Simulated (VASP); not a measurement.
# InGaO (P-6m2) in VASP: further runs, part 2 of 2

VASP 6.6.1.

### 3 Single point, PBE

This run uses another cell than the first one, of 20.82 Å³/atom.

The input, INCAR:

```
SYSTEM = InGaO
PREC = Accurate
ENCUT = 520
EDIFF = 1E-6
ISMEAR = 0
SIGMA = 0.1
LREAL = .FALSE.
LASPH = .TRUE.
NELM = 80
ALGO = Normal
ISIF = 2
LWAVE = .FALSE.
LCHARG = .TRUE.
GGA = PE
LELF = .TRUE.
LVHAR = .TRUE.
NBANDS = 23
```

The input, KPOINTS:

```
Automatic mesh
0
G
  6 6 4
  0 0 0
```

The input, POSCAR:

```
InGaO
1.0
    3.9245335700      0.0000000000      0.0000000000
   -1.9622667800      3.3987457700      0.0000000000
    0.0000000000      0.0000000000      4.6838002000
In Ga O
1 1 1
Direct
    0.0000000000      0.0000000000      0.0000000000
    0.6666666700      0.3333333300      0.5000000000
    0.3333333300      0.6666666700      0.5000000000
```

Potentials or basis: VASP PAW PBE potentials, release 64 (In_d, Ga_d, O).

Started as:

```sh
$ cat potpaw_PBE.64/In_d/POTCAR potpaw_PBE.64/Ga_d/POTCAR potpaw_PBE.64/O/POTCAR > POTCAR
$ mpirun -np 1 vasp_std > vasp.out
```

It took 51 s on 1 thread of Intel Xeon 8259CL, shared host; peak memory 0.19 GiB.

Results (log left out):

```
Free energy            : -11.5708 eV
Pressure               : -5.7 GPa
Band gap on the k mesh : 0.18 eV (least direct gap 0.39 eV)
```

Stress tensor (GPa, compression positive):
```
-8.23  0.00  0.00
 0.00 -8.23  0.00
 0.00  0.00 -0.56
```

Levels at points of the mesh, in eV from the valence-band top:
| k point | band 14 | band 15 | band 16 | band 17 | band 18 | band 19 |
| --- | --- | --- | --- | --- | --- | --- |
| (0.00, 0.00, 0.00) | -2.86 | -2.86 | -0.53 | 1.90 | 4.11 | 4.11 |
| (0.50, 0.00, 0.00) | -3.11 | -2.32 | -0.89 | 1.79 | 2.46 | 3.98 |
| (0.00, 0.00, 0.50) | -2.85 | -2.85 | -1.08 | 5.58 | 5.58 | 5.71 |
| (0.50, 0.00, 0.50) | -3.42 | -3.11 | -0.41 | 0.18 | 1.94 | 3.96 |

Caveat: the cell stands under tension; spin-orbit coupling is left out, which moves the levels of the heavy elements. A k mesh can miss the band edges.

### 4 Relaxation of cell and atoms, PBE

This run uses another cell than the first one, of 20.82 Å³/atom.

The input, INCAR:

```
PREC = Accurate
ENCUT = 600
EDIFF = 1E-7
ISMEAR = 0
SIGMA = 0.1
LREAL = F
LASPH = T
NELM = 80
ALGO = Normal
ISIF = 3
LWAVE = F
LCHARG = F
GGA = PE
IBRION = 2
NSW = 90
EDIFFG = -0.04
```

The input, KPOINTS:

```
Automatic mesh
0
Gamma
  6 6 4
```

POSCAR is that of step 3.

Started as:

```sh
$ cat potpaw_PBE.64/In_d/POTCAR potpaw_PBE.64/Ga_d/POTCAR potpaw_PBE.64/O/POTCAR > POTCAR
$ mpirun -np 1 vasp_std > vasp.out
```

It took 8.4 min on 1 thread of Intel Xeon 8259CL, shared host; peak memory 0.23 GiB.

Results (log left out):

| Item | Value |
| --- | --- |
| Free energy | -12.1330 eV |
| Relaxed volume | 19.39 Å³/atom |
| Relaxed cell | a = 3.444 Å, b = 3.444 Å, c = 5.661 Å, α = 90.00°, β = 90.00°, γ = 120.00° |
| Space group after relaxing (to 0.1 Å) | P-6m2 (No. 187) |
| Energy gained by relaxing | 187.0 meV/atom |
| Ionic steps | 13 |
| Pressure after relaxing | -0.1 GPa |
| Band gap on the k mesh | zero (bands 16 and 17 overlap by 0.39 eV) |

Stress tensor (GPa, compression positive):
```
 0.00  0.00  0.00
 0.00  0.00  0.00
 0.00  0.00 -0.16
```

Step by step:
| step | energy change (eV) | largest force (eV/Å) | pressure (GPa) | volume (Å³) |
| --- | --- | --- | --- | --- |
| 1 | 0.0000 | 0.0000 | -5.71 | 62.47 |
| 2 | -0.2555 | 0.0000 | -1.42 | 55.95 |
| 3 | -0.2974 | 0.0000 | 1.56 | 53.20 |
| 4 | -0.2987 | 0.0000 | 2.51 | 52.54 |
| 5 | -0.3959 | 0.0000 | 2.92 | 52.75 |
| 6 | -0.4648 | 0.0000 | 6.15 | 52.64 |
| 7 | -0.5337 | 0.0000 | 2.64 | 55.80 |
| 8 | -0.5445 | 0.0000 | 0.77 | 58.03 |
| 9 | -0.5447 | 0.0000 | 0.97 | 57.77 |
| 10 | -0.5516 | 0.0000 | 0.68 | 57.88 |
| 11 | -0.5598 | 0.0000 | 0.21 | 58.09 |
| 12 | -0.5470 | 0.0000 | -1.14 | 58.39 |
| 13 | -0.5609 | 0.0000 | -0.06 | 58.16 |

Final structure:
```xyz
3
Lattice="3.4442 0.0000 0.0000 -1.7221 2.9828 0.0000 0.0000 0.0000 5.6612" Properties=species:S:1:pos:R:3 pbc="T T T"
In    0.0000    0.0000    0.0000
Ga    1.7221    0.9943    2.8306
O     0.0000    1.9885    2.8306
```

Levels at points of the mesh, in eV from the Fermi level:
```
           k point  band 12  band 13  band 14  band 15  band 16  band 17  band 18  band 19  band 20
(0.00, 0.00, 0.00)    -7.63    -6.04    -4.90    -4.90    -2.34     0.04     6.17     6.17     8.72
(0.50, 0.00, 0.00)    -8.83    -5.91    -4.42    -3.36    -2.20     0.27     1.23     3.85     4.64
(0.00, 0.00, 0.50)    -8.18    -4.90    -4.90    -4.50    -3.97     2.57     4.33     6.63     6.63
(0.50, 0.00, 0.50)    -8.75    -5.89    -4.83    -3.73    -1.49    -0.13     1.51     4.24     5.00
```

Caveat: a cell axis changed by over 15 % at a fixed basis, so the end point is rough; spin-orbit coupling is left out, which moves the levels of the heavy elements.

### 5 Single point, PBE

This run uses another cell than the first one, of 19.77 Å³/atom.

The input, INCAR:

```
SYSTEM = InGaO
PREC     = Accurate       ! precision mode
ENCUT    = 520            ! plane-wave cutoff, eV
EDIFF    = 1E-6           ! SCF threshold, eV
ISMEAR   = 0              ! smearing method
SIGMA    = 0.1            ! smearing width, eV
LREAL    = .FALSE.        ! projectors in reciprocal space
LASPH    = .TRUE.         ! aspherical terms in the spheres
NELM     = 100            ! most SCF steps
ALGO     = Normal         ! electronic algorithm
ISIF     = 2              ! what is computed and relaxed
LWAVE    = .FALSE.        ! write WAVECAR
LCHARG   = .FALSE.        ! write CHGCAR
GGA      = PE             ! functional
NBANDS   = 23             ! bands
```

The input, KPOINTS:

```
Automatic mesh
0
G
  18 18 8
  0 0 0
```

The input, POSCAR:

```
InGaO
1.0
    3.4044083929      0.0000000000      0.0000000000
   -1.7022041965      2.9483041531      0.0000000000
    0.0000000000      0.0000000000      5.9084902287
In Ga O
1 1 1
Direct
    0.0000000000      0.0000000000      0.0000000000
    0.6666666667      0.3333333333      0.5000000000
    0.3333333333      0.6666666667      0.5000000000
```

Started as:

```sh
$ cat potpaw_PBE.64/In_d/POTCAR potpaw_PBE.64/Ga_d/POTCAR potpaw_PBE.64/O/POTCAR > POTCAR
$ mpirun -np 1 vasp_std > vasp.out
```

Run time: 6 min. Hardware: 1 thread of Intel Xeon 8259CL, shared host; peak memory 0.39 GiB.

Results (log left out):

- Free energy: -12.1245 eV
- Pressure: 0.3 GPa
- Band gap on the k mesh: zero (bands 16 and 17 overlap by 0.82 eV)

Stress tensor (GPa, compression positive):
```
 0.39  0.00  0.00
 0.00  0.39  0.00
 0.00  0.00 -0.02
```

Levels at points of the mesh, in eV from the Fermi level:
| k point | band 14 | band 15 | band 16 | band 17 | band 18 | band 19 |
| --- | --- | --- | --- | --- | --- | --- |
| (0.00, 0.00, 0.00) | -4.92 | -4.92 | -2.48 | -0.15 | 6.56 | 6.56 |
| (0.50, 0.00, 0.00) | -4.45 | -3.32 | -2.21 | 0.31 | 1.19 | 3.77 |
| (0.00, 0.00, 0.50) | -4.92 | -4.34 | -4.31 | 1.99 | 3.99 | 6.91 |
| (0.50, 0.00, 0.50) | -4.77 | -3.61 | -1.64 | 0.07 | 1.57 | 3.83 |

Caveat: spin-orbit coupling is left out, which moves the levels of the heavy elements.

### 6 Relaxation of cell and atoms, PBE

The input, INCAR:

```
PREC = Accurate ; ENCUT = 600
EDIFF = 1E-6 ; ISMEAR = 0
SIGMA = 0.1 ; LREAL = False
LASPH = True ; NELM = 60
ALGO = Normal ; ISIF = 3
LWAVE = False ; LCHARG = False
GGA = PE ; IBRION = 2
NSW = 100 ; EDIFFG = -0.01
```

The input, KPOINTS:

```
regular mesh
0
Gamma
  18 18 8
```

The input, POSCAR:

```
InGaO
1.0
    3.4268251208      0.0000000000      0.0000000000
   -1.7134125604      2.9677176089      0.0000000000
    0.0000000000      0.0000000000      5.7339940377
In Ga O
1 1 1
Direct
    0.0000000000      0.0000000000      0.0000000000
    0.6666666667      0.3333333333      0.5000000000
    0.3333333333      0.6666666667      0.5000000000
```

Potentials or basis: VASP PAW PBE potentials, release 64 (In_d, Ga_d, O).

Started as:

```sh
$ cat potpaw_PBE.64/In_d/POTCAR potpaw_PBE.64/Ga_d/POTCAR potpaw_PBE.64/O/POTCAR > POTCAR
$ mpirun -np 1 vasp_std > vasp.out
```

Wall time 23 min (1 thread of Intel Xeon 8259CL, shared host); peak memory 0.43 GiB.

It converged, with:

```yaml
Free_energy: -12.1264 eV
Relaxed_volume: 19.75 Å³/atom
Relaxed_cell: a = 3.416 Å, b = 3.416 Å, c = 5.866 Å, α = 90.00°, β = 90.00°, γ = 120.00°
Space_group_after_relaxing_to_0.1_Å: P-6m2 (No. 187)
Energy_gained_by_relaxing: 0.7 meV/atom
Ionic_steps: 7
Pressure_after_relaxing: 0.0 GPa
Band_gap_on_the_k_mesh: zero (bands 16 and 17 overlap by 0.84 eV)
```

Step by step:
| step | energy change (eV) | largest force (eV/Å) | pressure (GPa) | volume (Å³) |
| --- | --- | --- | --- | --- |
| 1 | 0.0000 | 0.0000 | 0.32 | 58.31 |
| 2 | -0.0007 | 0.0000 | 0.06 | 58.64 |
| 3 | -0.0010 | 0.0000 | -0.15 | 58.94 |
| 4 | -0.0016 | 0.0000 | -0.05 | 58.96 |
| 5 | -0.0021 | 0.0000 | 0.10 | 59.00 |
| 6 | -0.0021 | 0.0000 | 0.14 | 59.01 |
| 7 | -0.0022 | 0.0000 | -0.03 | 59.26 |

Final structure:
```yaml
crystal:
  lattice:
    - [3.41557, 0.00000, 0.00000]
    - [-1.70778, 2.95797, 0.00000]
    - [0.00000, 0.00000, 5.86551]
  atoms:
    - { symbol: In, position: [0.00000, 0.00000, 0.00000] }
    - { symbol: Ga, position: [0.66667, 0.33333, 0.50000] }
    - { symbol: O, position: [0.33333, 0.66667, 0.50000] }
```

Levels at points of the mesh, in eV from the Fermi level:
```csv
k point,band 12,band 13,band 14,band 15,band 16,band 17,band 18,band 19,band 20
"(0.00, 0.00, 0.00)",-7.64,-6.04,-4.88,-4.88,-2.45,-0.10,6.49,6.49,8.12
"(0.50, 0.00, 0.00)",-8.85,-5.93,-4.41,-3.33,-2.20,0.31,1.20,3.78,4.61
"(0.00, 0.00, 0.50)",-8.14,-4.88,-4.88,-4.36,-4.22,2.09,4.05,6.86,6.86
"(0.50, 0.00, 0.50)",-8.80,-5.91,-4.75,-3.64,-1.61,0.04,1.56,3.91,5.17
```

Caveat: spin-orbit coupling is left out, which moves the levels of the heavy elements.

### 7 Overview

| task | cell | k mesh | cutoff (eV) | gap on the mesh (eV) | pressure (GPa) | relaxed volume (Å³/atom) |
| --- | --- | --- | --- | --- | --- | --- |
| single point | a = 3.427, b = 3.427, c = 5.734 Å, angles 90.0, 90.0, 120.0°, 3 atoms | 6 × 6 × 4 | 520 | none | 0.3 | - |
| single point | a = 3.925, b = 3.925, c = 4.684 Å, angles 90.0, 90.0, 120.0°, 3 atoms | 6 × 6 × 4 | 520 | 0.18 | -5.7 | - |
| relaxation of cell and atoms | relaxed from a = 3.925, b = 3.925, c = 4.684 Å, angles 90.0, 90.0, 120.0°, 3 atoms | 6 × 6 × 4 | 600 | none | -0.1 | 19.39 |
| single point | a = 3.404, b = 3.404, c = 5.908 Å, angles 90.0, 90.0, 120.0°, 3 atoms | 18 × 18 × 8 | 520 | none | 0.3 | - |
| relaxation of cell and atoms | relaxed from a = 3.427, b = 3.427, c = 5.734 Å, angles 90.0, 90.0, 120.0°, 3 atoms | 18 × 18 × 8 | 600 | none | 0.0 | 19.75 |

Alike in all rows: level PBE; potentials or basis VASP PAW PBE potentials, release 64 (In_d, Ga_d, O); no spin polarisation; smearing gaussian 0.1 eV.

Caveats: spin-orbit coupling is left out, which moves the levels of the heavy elements; the cell stands under tension (at least some runs); a cell axis changed by over 15 % at a fixed basis, so the end point is rough (at least some runs).

Absolute energies hang on the potentials; compare differences alone.
